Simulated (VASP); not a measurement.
# CoO in VASP: a series of runs, part 2 of 2

VASP 6.6.1. Earlier steps stand in the parts before.

### 3 Relaxation of cell and atoms, PBE+U, collinear spin, ferromagnetic start

File INCAR:

```
ALGO = Normal
EDIFF = 1E-6
EDIFFG = -0.01
ENCUT = 600
GGA = PE
IBRION = 2
ISIF = 3
ISMEAR = -1
ISPIN = 2
LASPH = True
LCHARG = False
LDAU = True
LDAUJ = 0 0
LDAUL = 2 -1
LDAUPRINT = 1
LDAUTYPE = 2
LDAUU = 1 0
LMAXMIX = 4
LORBIT = 11
LREAL = False
LWAVE = False
MAGMOM = 2 0
NELM = 150
NSW = 60
PREC = Accurate
SIGMA = 0.05
```

File KPOINTS:

```
k-points
0
Gamma
  12 12 12
```

File POSCAR:

```
CoO
1.0
   -1.5080000000      1.5080000000      2.1072475377
    1.5080000000     -1.5080000000      2.1072475377
    1.5080000000      1.5080000000     -2.1072475377
Co O
1 1
Direct
    0.0000000000      0.0000000000      0.0000000000
    0.5000000000      0.5000000000      0.0000000000
```

Potentials or basis: VASP PAW PBE potentials, release 64 (Co, O).

Launch:

```sh
$ cat potpaw_PBE.64/Co/POTCAR potpaw_PBE.64/O/POTCAR > POTCAR
$ mpirun -np 1 vasp_std > vasp.out
```

Wall time 2.5 min (1 thread of Intel Xeon Platinum 8259CL at 2.50GHz (Skylake/Cascade Lake), shared host); peak memory 0.21 GiB.

The run converged. Its results:

* Free energy: -12.5589 eV
* Relaxed volume: 9.69 Å³/atom
* Relaxed cell: a = 2.983 Å, b = 2.983 Å, c = 2.983 Å, α = 117.64°, β = 117.64°, γ = 94.13°
* Space group after relaxing (to 0.05 Å): I4/mmm (No. 139)
* Energy gained by relaxing: 9.5 meV/atom
* Ionic steps: 4
* Pressure after relaxing: 0.0 GPa
* Band gap on the k mesh: zero (filled and empty bands overlap)
* Net moment: 2.99 μB per cell
* Site moments: Co +2.65; O +0.30 μB
* Valence electrons inside the program's atomic spheres: Co 7.80; O 4.99

Stress tensor (GPa, compression positive):
```
-0.01  0.00  0.00
 0.00 -0.01  0.00
 0.00  0.00 -0.11
```

The path:
```
step  energy change (eV)  largest force (eV/Å)  pressure (GPa)  volume (Å³)
   1              0.0000                0.0000            0.53        19.17
   2             -0.0112                0.0000           -0.06        19.25
   3             -0.0186                0.0000           -0.31        19.36
   4             -0.0191                0.0000           -0.04        19.39
```

Final structure:
```
CELL_PARAMETERS angstrom
-1.54445 1.54445 2.03201
1.54445 -1.54445 2.03201
1.54445 1.54445 -2.03201
ATOMIC_POSITIONS crystal
Co 0.00000 0.00000 0.00000
O 0.50000 0.50000 0.00000
```

Levels at points of the mesh, in eV from the Fermi level:
Spin up:
| k point | band 5 | band 6 | band 7 | band 8 | band 9 | band 10 | band 11 | band 12 |
| --- | --- | --- | --- | --- | --- | --- | --- | --- |
| (0.00, 0.00, 0.00) | -3.74 | -3.21 | -2.92 | -2.92 | -2.86 | 1.13 | 16.98 | 17.80 |
| (0.50, 0.00, 0.00) | -3.05 | -2.76 | -2.06 | -0.32 | 0.04 | 5.10 | 9.41 | 12.68 |
| (0.50, 0.50, 0.00) | -3.87 | -3.59 | -2.92 | -2.82 | -2.10 | 5.91 | 9.59 | 11.74 |
| (0.50, 0.50, 0.50) | -3.88 | -3.29 | -3.03 | -2.87 | -2.87 | 5.98 | 10.49 | 11.07 |
Spin down:
```tsv
k point	band 3	band 4	band 5	band 6	band 7	band 8	band 9	band 10
(0.00, 0.00, 0.00)	-2.34	-2.34	-1.38	-1.13	-1.13	0.01	0.64	1.85
(0.50, 0.00, 0.00)	-4.63	-4.35	-0.62	0.10	0.24	2.96	3.03	5.38
(0.50, 0.50, 0.00)	-3.93	-3.33	-2.13	-0.49	0.24	0.70	1.50	6.83
(0.50, 0.50, 0.50)	-3.85	-3.85	-2.63	0.18	0.18	1.14	1.28	6.86
```

Eigenvalues of the final occupation matrices:
```
    site  spin  trace               eigenvalues
site 1 d     1   4.88  0.96 0.96 0.96 0.99 1.01
site 1 d     2   2.28  0.14 0.20 0.50 0.50 0.94
```

Caveat: a cell with one magnetic atom can't hold antiferromagnetic order, which such compounds often take. PBE usually gives volumes a little too large and moduli too small.

### 4 Single point, PBE+D4+U, collinear spin, ferromagnetic start

File INCAR:

```
PREC = Accurate
ENCUT = 520
EDIFF = 1E-7
ISMEAR = 0
SIGMA = 0.02
LREAL = False
LASPH = True
NELM = 150
ALGO = Normal
ISIF = 2
LWAVE = False
LCHARG = False
ISPIN = 2
MAGMOM = 2 0
LORBIT = 11
LMAXMIX = 4
LDAU = True
LDAUTYPE = 2
LDAUL = 2 -1
LDAUU = 3.5 0
LDAUJ = 0 0
LDAUPRINT = 1
GGA = PE
IVDW = 13
NBANDS = 18
```

File KPOINTS:

```
regular mesh
0
Gamma
  12 12 12
```

POSCAR is that of step 3.

Potentials or basis: VASP PAW PBE potentials, release 64 (Co, O).

Launch:

```sh
$ cat potpaw_PBE.64/Co/POTCAR potpaw_PBE.64/O/POTCAR > POTCAR
$ mpirun -np 1 vasp_std > vasp.out
```

OUTCAR:

```text
PREC = Accurate
   ENCUT = 520
   EDIFF = 1E-7
   ISMEAR = 0
   LREAL = False
   LASPH = True
   NELM = 150
   ISIF = 2
   ISPIN = 2
   LORBIT = 11
   GGA = PE
   IVDW = 13

 ion  position               nearest neighbor table
   1  0.000  0.000  0.000-   2 2.11   2 2.11   2 2.13   2 2.13   2 2.13   2 2.13
   2  0.500  0.500  0.000-   1 2.11   1 2.11   1 2.13   1 2.13   1 2.13   1 2.13

  LATTYP: Found a body centered tetragonal cell.
 ALAT       =     3.0160000000
 C/A-ratio  =     1.3973790038

  Lattice vectors:

 A1 = (  -1.5080000000,   1.5080000000,   2.1072475377)
 A2 = (   1.5080000000,  -1.5080000000,   2.1072475377)
 A3 = (   1.5080000000,   1.5080000000,  -2.1072475377)

Analysis of symmetry for initial positions (statically):
=====================================================================
 Subroutine PRICEL returns:
 Original cell was already a primitive cell.

 Routine SETGRP: Setting up the symmetry group for a
 body centered tetragonal supercell.

 Subroutine GETGRP returns: Found 16 space group operations
[... 1236 lines left out ...]
     18      37.4716      0.00000

 [... further k-points ...]

------------------------ aborting loop because EDIFF is reached ----------------------------------------

  DFT-D4 for vdW energy calculation

  Edisp (eV):   -0.55394

  FORCE on cell =-STRESS in cart. coord.  units (eV):
  Direction    XX          YY          ZZ          XY          YZ          ZX
  --------------------------------------------------------------------------------------
  -------------------------------------------------------------------------------------
  Total      -0.04717    -0.04717    -0.96718     0.00000     0.00000     0.00000
  in kB      -3.94237    -3.94237   -80.84254     0.00000     0.00000     0.00000
  external pressure =      -29.58 kB  Pullay stress =        0.00 kB

 VOLUME and BASIS-vectors are now :
 -----------------------------------------------------------------------------
  energy-cutoff  :      520.00
  volume of cell :       19.17
      direct lattice vectors                 reciprocal lattice vectors
    -1.508000000  1.508000000  2.107247538     0.000000000  0.331564987  0.237276348
     1.508000000 -1.508000000  2.107247538     0.331564987  0.000000000  0.237276348
     1.508000000  1.508000000 -2.107247538     0.331564987  0.331564987  0.000000000

 POSITION                                       TOTAL-FORCE (eV/Angst)
 -----------------------------------------------------------------------------------
      0.00000      0.00000      0.00000         0.000000      0.000000     -0.000000
      0.00000      0.00000      2.10725        -0.000000     -0.000000      0.000000
 -----------------------------------------------------------------------------------
    total drift:                               -0.000000      0.000000     -0.000000

  FREE ENERGIE OF THE ION-ELECTRON SYSTEM (eV)
  ---------------------------------------------------
  free  energy   TOTEN  =       -11.9689073871 eV

  energy  without entropy=      -11.9685082752  energy(sigma->0) =      -11.96870783

 total charge

# of ion       s       p       d       tot
------------------------------------------
    1        0.303   0.371   7.132   7.806
    2        1.551   3.458   0.000   5.010
--------------------------------------------------
tot          1.854   3.829   7.132  12.816

 magnetization (x)

# of ion       s       p       d       tot
------------------------------------------
    1        0.020   0.018   2.713   2.751
    2        0.023   0.215   0.000   0.238
--------------------------------------------------
tot          0.043   0.233   2.713   2.989
```

Run time: 96 s. Hardware: 1 thread of AMD EPYC 9R45 (Zen 5), shared host; peak memory 0.18 GiB.

What came out:

| Property | Result |
| --- | --- |
| Free energy | -11.9689 eV |
| Pressure | -3.0 GPa |
| Band gap on the k mesh | zero (filled and empty bands overlap) |
| Net moment | 3.00 μB per cell |
| Site moments | Co +2.75; O +0.24 μB |
| Valence electrons inside the program's atomic spheres | Co 7.81; O 5.01 |
| Dispersion energy per atom | -0.277 eV |

Stress tensor (GPa, compression positive):
```
-0.39  0.00  0.00
 0.00 -0.39  0.00
 0.00  0.00 -8.08
```

Eigenvalues of the final occupation matrices:
```tsv
site	spin	trace	eigenvalues
site 1 d	1	4.94	0.97 0.97 0.97 1.01 1.02
site 1 d	2	2.22	0.12 0.15 0.49 0.49 0.96
```

Caveat: a cell with one magnetic atom can't hold antiferromagnetic order, which such compounds often take; pairwise dispersion overbinds metals, which lowers pressure and volume.

### 5 Single point, PBE+U, collinear spin, ferromagnetic start

This run uses another cell than the first one, of 10.17 Å³/atom, 1.061 times its volume.

File INCAR:

```
PREC = Accurate
ENCUT = 520
EDIFF = 1E-6
ISMEAR = -1
SIGMA = 0.05
LREAL = F
LASPH = T
NELM = 150
ALGO = Normal
ISIF = 2
LWAVE = F
LCHARG = T
ISPIN = 2
MAGMOM = 2 0
LORBIT = 11
LMAXMIX = 4
LDAU = T
LDAUTYPE = 2
LDAUL = 2 -1
LDAUU = 4 0
LDAUJ = 0 0
LDAUPRINT = 1
GGA = PE
LELF = T
LVHAR = T
NBANDS = 18
```

File KPOINTS:

```
Automatic mesh
0
Gamma
  12 12 12
```

File POSCAR:

```
CoO
1.0
   -1.5388489128      1.5393410113      2.1774887562
    1.5388489128     -1.5100040471      2.1564944775
    1.5388489128      1.5100040471     -2.1564944775
Co O
1 1
Direct
    0.0000000000      0.0000000000      0.0000000000
    0.5000000000      0.5000000000      0.0000000000
```

Launch:

```sh
$ cat potpaw_PBE.64/Co/POTCAR potpaw_PBE.64/O/POTCAR > POTCAR
$ mpirun -np 1 vasp_std > vasp.out
```

Run time: 18 min. Hardware: 1 thread of Oxide Virtual Turin-like, shared host; peak memory 0.34 GiB.

The run converged. Its results:

- Free energy: -11.1909 eV
- Pressure: -8.1 GPa
- Band gap on the k mesh: zero (filled and empty bands overlap)
- Net moment: 3.00 μB per cell
- Site moments: Co +2.75; O +0.23 μB
- Valence electrons inside the program's atomic spheres: Co 7.73; O 4.98

Stress tensor (GPa, compression positive):
```
-8.03  0.00  0.00
 0.00 -8.20  0.05
 0.00  0.05 -8.13
```

Levels at points of the mesh, in eV from the Fermi level:
Spin up:
| k point | band 5 | band 6 | band 7 | band 8 | band 9 | band 10 | band 11 | band 12 | band 13 | band 14 |
| --- | --- | --- | --- | --- | --- | --- | --- | --- | --- | --- |
| (0.00, 0.00, 0.00) | -4.96 | -4.27 | -2.54 | -2.53 | -2.42 | 0.99 | 16.68 | 16.68 | 16.92 | 17.26 |
| (0.50, 0.00, 0.00) | -4.39 | -3.89 | -3.30 | -0.67 | -0.62 | 5.21 | 9.05 | 13.24 | 13.47 | 19.28 |
| (0.00, 0.50, 0.00) | -4.39 | -3.89 | -3.30 | -0.67 | -0.62 | 5.21 | 9.06 | 13.23 | 13.47 | 19.28 |
| (0.50, 0.50, 0.00) | -4.42 | -4.18 | -3.73 | -3.64 | -3.61 | 5.66 | 9.84 | 10.75 | 15.29 | 15.55 |
| (0.00, 0.50, 0.50) | -4.44 | -4.44 | -2.81 | -0.64 | -0.64 | 5.13 | 9.26 | 13.02 | 13.04 | 19.25 |
| (0.50, 0.50, 0.50) | -4.42 | -4.18 | -3.73 | -3.64 | -3.62 | 5.66 | 9.83 | 10.75 | 15.29 | 15.55 |
Spin down:
| k point | band 4 | band 5 | band 6 | band 7 | band 8 | band 9 |
| --- | --- | --- | --- | --- | --- | --- |
| (0.00, 0.00, 0.00) | -2.09 | -1.99 | -0.84 | -0.84 | 1.52 | 1.83 |
| (0.50, 0.00, 0.00) | -3.56 | -1.71 | -0.04 | 0.49 | 3.88 | 3.99 |
| (0.00, 0.50, 0.00) | -3.56 | -1.72 | -0.04 | 0.49 | 3.88 | 3.99 |
| (0.50, 0.50, 0.00) | -3.20 | -2.91 | -0.63 | 0.20 | 2.38 | 2.54 |
| (0.00, 0.50, 0.50) | -3.88 | -1.40 | 0.41 | 0.42 | 3.88 | 3.88 |
| (0.50, 0.50, 0.50) | -3.20 | -2.91 | -0.64 | 0.21 | 2.38 | 2.54 |

Eigenvalues of the final occupation matrices:
```tsv
site	spin	trace	eigenvalues
site 1 d	1	4.93	0.97 0.97 0.97 1.01 1.01
site 1 d	2	2.21	0.11 0.11 0.51 0.51 0.96
```

Caveat: a cell with one magnetic atom can't hold antiferromagnetic order, which such compounds often take.

### 6 Overview

| task | level | U | cell | cutoff (eV) | smearing | gap on the mesh (eV) | pressure (GPa) | moment (μB) |
| --- | --- | --- | --- | --- | --- | --- | --- | --- |
| single point | revPBE+D4+U | Co d U = 5.3 eV | a = 2.998 Å, angles 119.6, 119.6, 90.7°, 2 atoms | 520 | gaussian 0.02 eV | none | -2.4 | 3.00 |
| relaxation of cell and atoms | PBE+U | Co d U = 1.0 eV | relaxed from a = 2.998 Å, angles 119.6, 119.6, 90.7°, 2 atoms | 600 | fermi-dirac 0.05 eV | none | 0.0 | 2.99 |
| single point | PBE+D4+U | Co d U = 3.5 eV | a = 2.998 Å, angles 119.6, 119.6, 90.7°, 2 atoms | 520 | gaussian 0.02 eV | none | -3.0 | 3.00 |
| single point | PBE+U | Co d U = 4.0 eV | a = 3.079, b = 3.049, c = 3.049 Å, angles 119.4, 120.3, 90.0°, 2 atoms | 520 | fermi-dirac 0.05 eV | none | -8.1 | 3.00 |

Alike in all rows: potentials or basis VASP PAW PBE potentials, release 64 (Co, O); spin collinear, ferromagnetic start; k mesh 12 × 12 × 12.

Caveats: a cell with one magnetic atom can't hold antiferromagnetic order, which such compounds often take; pairwise dispersion overbinds metals, which lowers pressure and volume (some runs); the PAW data sets were made with another functional, which shifts forces and pressure a little (some runs).

Absolute energies hang on the potentials; compare differences alone.
